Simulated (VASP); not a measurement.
# TaN in VASP: further runs, part 2 of 2

VASP 6.6.1. The steps go on from the part before.

### Step 5. Electric field gradients, PBE (11.23 Å³/atom)

This run uses another cell than the first one, of 11.23 Å³/atom.

Input file INCAR:

```
SYSTEM = TaN
ALGO     = Normal         ! electronic algorithm
EDIFF    = 1E-8           ! SCF threshold, eV
ENCUT    = 520            ! plane-wave cutoff, eV
GGA      = PE             ! functional
ISIF     = 2              ! what is computed and relaxed
ISMEAR   = -1             ! smearing method
LASPH    = .True.         ! aspherical terms in the spheres
LCHARG   = .False.        ! write CHGCAR
LEFG     = .True.       
LREAL    = .False.        ! projectors in reciprocal space
LWAVE    = .False.        ! write WAVECAR
NBANDS   = 33             ! bands
NELM     = 60             ! most SCF steps
PREC     = Accurate       ! precision mode
SIGMA    = 0.01           ! smearing width, eV
```

Input file KPOINTS:

```
k-points
0
Gamma
  6 6 9
  0 0 0
```

Input file POSCAR:

```
TaN
1.0
    5.1786228078      0.0000000000      0.0000000000
   -2.5893114038      4.4848189081      0.0000000000
    0.0000000000      0.0000000000      2.9012641413
Ta N
3 3
Direct
    0.3333333333      0.6666666667      0.5000000000
    0.6666666667      0.3333333333      0.5000000000
    0.0000000000      0.0000000000      0.0000000000
    0.3928500000      0.0000000000      0.0000000000
    0.6071500000      0.6071500000      0.0000000000
    0.0000000000      0.3928500000      0.0000000000
```

Potentials or basis: VASP PAW PBE potentials, release 64 (Ta_pv, N).

Run with:

```console
cat potpaw_PBE.64/Ta_pv/POTCAR potpaw_PBE.64/N/POTCAR > POTCAR
mpirun -np 1 vasp_std > vasp.out
```

OUTCAR:

```text
SYSTEM = TaN
   EDIFF = 1E-8
   ENCUT = 520
   GGA = PE
   ISIF = 2
   ISMEAR = -1
   LASPH = .True.
   LREAL = .False.
   NELM = 60
   PREC = Accurate

 ion  position               nearest neighbor table
   1  0.333  0.667  0.500-   4 2.16   4 2.16   6 2.16   6 2.16   5 2.16   5 2.16   2 2.99   2 2.99
                             2 2.99   3 3.32   3 3.32   3 3.32   3 3.32   3 3.32   3 3.32
   2  0.667  0.333  0.500-   6 2.16   6 2.16   4 2.16   4 2.16   5 2.16   5 2.16   1 2.99   1 2.99
                             1 2.99   3 3.32   3 3.32   3 3.32   3 3.32   3 3.32   3 3.32
   3  0.000  0.000  0.000-   6 2.03   5 2.03   4 2.03   2 3.32   1 3.32   1 3.32   2 3.32   1 3.32
                             1 3.32   2 3.32   2 3.32   2 3.32   2 3.32   1 3.32   1 3.32
   4  0.393  0.000  0.000-   3 2.03   1 2.16   1 2.16   2 2.16   2 2.16
   5  0.607  0.607  0.000-   3 2.03   2 2.16   2 2.16   1 2.16   1 2.16
   6  0.000  0.393  0.000-   3 2.03   2 2.16   2 2.16   1 2.16   1 2.16

  LATTYP: Found a hexagonal cell.
 ALAT       =     5.1786228078
 C/A-ratio  =     0.5602385516

  Lattice vectors:

 A1 = (   5.1786228078,   0.0000000000,   0.0000000000)
 A2 = (  -2.5893114038,   4.4848189081,   0.0000000000)
 A3 = (   0.0000000000,   0.0000000000,   2.9012641413)

Analysis of symmetry for initial positions (statically):
=====================================================================
 Subroutine PRICEL returns:
 Original cell was already a primitive cell.

 Routine SETGRP: Setting up the symmetry group for a
 hexagonal supercell.

 Subroutine GETGRP returns: Found 12 space group operations
 (whereof 12 operations were pure point group operations)
 out of a pool of 24 trial point group operations.
[... 1050 lines left out ...]
  Total        3.8635747      3.8635747      3.8052144      0.0000000      0.0000000      0.0000000
  in kB       91.8657091     91.8657091     90.4780541      0.0000000      0.0000000      0.0000000
  external PRESSURE =      91.4031574 kB  Pullay stress =       0.0000000 kB

 VOLUME and BASIS-vectors are now :
 -----------------------------------------------------------------------------
  energy-cutoff  :      520.00
  volume of cell :       67.38
      direct lattice vectors                 reciprocal lattice vectors
     5.178622808  0.000000000  0.000000000     0.193101532  0.111487222  0.000000000
    -2.589311404  4.484818908  0.000000000     0.000000000  0.222974443  0.000000000
     0.000000000  0.000000000  2.901264141     0.000000000  0.000000000  0.344677338

 POSITION                                       TOTAL-FORCE (eV/Angst)
 -----------------------------------------------------------------------------------
     -0.00000      2.98988      1.45063         0.000000      0.000000      0.000000
      2.58931      1.49494      1.45063        -0.000000      0.000000      0.000000
      0.00000      0.00000      0.00000         0.000000      0.000000      0.000000
      2.03442      0.00000      0.00000         0.102479      0.000000      0.000000
      1.57210      2.72296      0.00000        -0.051239     -0.088749     -0.000000
     -1.01721      1.76186      0.00000        -0.051239      0.088749      0.000000
 -----------------------------------------------------------------------------------
    total drift:                               -0.000002     -0.000003      0.000000

  FREE ENERGIE OF THE ION-ELECTRON SYSTEM (eV)
  ---------------------------------------------------
  free  energy   TOTEN  =       -67.4332417524 eV

  energy  without entropy=      -67.4325317527  energy(sigma->0) =      -67.43288675

 Electric field gradients (V/A^2)
---------------------------------------------------------------------
 ion       V_xx      V_yy      V_zz      V_xy      V_xz      V_yz
---------------------------------------------------------------------
   1     101.005   101.006  -202.012     0.000     0.000    -0.000
   2     101.006   101.006  -202.012     0.000     0.000    -0.000
   3     -89.568   -89.569   179.138    -0.001     0.000     0.000
   4     -14.141     4.793     9.348    -0.001    -0.000     0.000
   5       0.060    -9.408     9.348    -8.199     0.000    -0.000
   6       0.060    -9.408     9.348     8.198    -0.000    -0.000
---------------------------------------------------------------------

 Electric field gradients after diagonalization (V/A^2)
 (convention: |V_zz| > |V_xx| > |V_yy|)
----------------------------------------------------------------------
 ion       V_xx      V_yy      V_zz     asymmetry (V_yy - V_xx)/ V_zz
----------------------------------------------------------------------
   1     101.006   101.005  -202.012       0.000
   2     101.006   101.005  -202.012       0.000
   3     -89.570   -89.568   179.138       0.000
   4       9.348     4.793   -14.141       0.322
   5       9.348     4.794   -14.142       0.322
   6       9.348     4.793   -14.141       0.322
----------------------------------------------------------------------

           NMR quadrupolar parameters

 Cq : quadrupolar parameter    Cq=e*Q*V_zz/h
 eta: asymmetry parameters     (V_yy - V_xx)/ V_zz
 Q  : nuclear electric quadrupole moment in mb (millibarn)
----------------------------------------------------------------------
 ion       Cq(MHz)       eta       Q (mb)
----------------------------------------------------------------------
   1      -0.488       0.000       1.000
   2      -0.488       0.000       1.000
   3       0.433       0.000       1.000
   4      -0.034       0.322       1.000
   5      -0.034       0.322       1.000
   6      -0.034       0.322       1.000
----------------------------------------------------------------------
```

stdout:

```text
POSCAR found type information on POSCAR TaN
 POSCAR found :  2 types and       6 ions
 scaLAPACK will be used
 LDA part: xc-table for (Slater+PW92), standard interpolation
 POSCAR, INCAR and KPOINTS ok, starting setup
 FFT: planning ... GRIDC
 FFT: planning ... GRID_SOFT
 FFT: planning ... GRID
 WAVECAR not read
 entering main loop
ion   1

ion   2

ion   3

ion   4

ion   5

ion   6
```

It took 1.7 min on 1 thread of Intel Xeon 8259CL, shared host; peak memory 0.22 GiB.

Results:

```yaml
Free_energy: -67.4332 eV
Pressure: 9.1 GPa
Largest_force: 0.102 eV/Å
Band_gap_on_the_k_mesh: zero (bands 24 and 25 overlap by 3.10 eV)
Largest_electric_field_gradient_by_atom: Ta -202.0, +179.1 (each value once); N -14.1 V/Å²
```

Forces on the atoms (eV/Å):
```
Ta   0.000  0.000  0.000
Ta   0.000  0.000  0.000
Ta   0.000  0.000  0.000
N    0.102  0.000  0.000
N   -0.051 -0.089  0.000
N   -0.051  0.089  0.000
```

Electric field gradients, principal values (V/Å²):
```csv
atom,least,middle,greatest (by size)
1 Ta,101.005,101.006,-202.012
2 Ta,101.005,101.006,-202.012
3 Ta,-89.568,-89.570,179.138
4 N,4.793,9.348,-14.141
5 N,4.794,9.348,-14.142
6 N,4.793,9.348,-14.141
```

Caveat: the cell stands under pressure; without QUAD_EFG the Cq values of the log hold for a quadrupole moment of 1 mb, not for the nuclei; spin-orbit coupling is left out, which moves the levels of the heavy elements.

### Step 6. The runs side by side

```csv
cell,gap on the mesh (eV),pressure (GPa),largest force (eV/Å)
"a = 5.197, b = 5.241, c = 2.911 Å, angles 90.4, 91.1, 120.9°, 6 atoms",none,6.1,0.28
"a = 5.126, b = 5.126, c = 2.872 Å, angles 90.0, 90.0, 120.0°, 6 atoms",none,20.7,0.24
"a = 5.179, b = 5.179, c = 2.901 Å, angles 90.0, 90.0, 120.0°, 6 atoms",none,9.1,0.10
```

Alike in all rows: task electric field gradients; level PBE; potentials or basis VASP PAW PBE potentials, release 64 (Ta_pv, N); no spin polarisation; k mesh 6 × 6 × 9; cutoff (eV) 520; smearing fermi-dirac 0.01 eV.

Caveats: the cell stands under pressure; spin-orbit coupling is left out, which moves the levels of the heavy elements.

Absolute energies hang on the potentials; compare differences alone.
